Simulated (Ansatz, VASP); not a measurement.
# BaTiO3: VASP beside Ansatz

```xyz
5
Lattice="3.9181 0.0000 0.0000 0.0000 3.9181 0.0000 0.0000 0.0000 3.9360" Properties=species:S:1:pos:R:3 pbc="T T T"
Ba    0.0000    0.0000    0.0000
Ti    1.9591    1.9591    1.8971
O     1.9591    1.9591    0.0630
O     1.9591    0.0000    2.0270
O     0.0000    1.9591    2.0270
```

Change from the starting cell: volume scaled by 0.94, crystal datasets.

Alike in both runs: task electric field gradients; functional PBE; k mesh 7 × 7 × 7; occupations fermi-dirac, width 0.08 eV; no spin polarisation.

```csv
,VASP,Ansatz
version,VASP 6.6.1,Ansatz 0.2.0
potentials or method,"VASP PAW PBE potentials, release 64 (Ba_sv, Ti_sv, O), cutoff 520 eV","all-electron PAW with datasets made for the crystal, scalar-relativistic"
```

|  | VASP | Ansatz | Ansatz less VASP |
| --- | --- | --- | --- |
| pressure (GPa) | 17.1 | 14.9 | -2.25 |
| traceless stress, the component that is largest in VASP (GPa) | 1.37 | 1.29 | -0.076 |
| rms of the force components (eV/Å) | 0.136 | 0.119 | -0.0173 |
| size of Vzz on the site where it differs most (V/Å²) | 2.0 | 1.4 | -0.57 |

Atom by atom the forces differ by 0.022 eV/Å (rms over components). Ansatz ran all-electron here, and VASP with PAW potentials.

Neither program's run includes spin-orbit coupling.
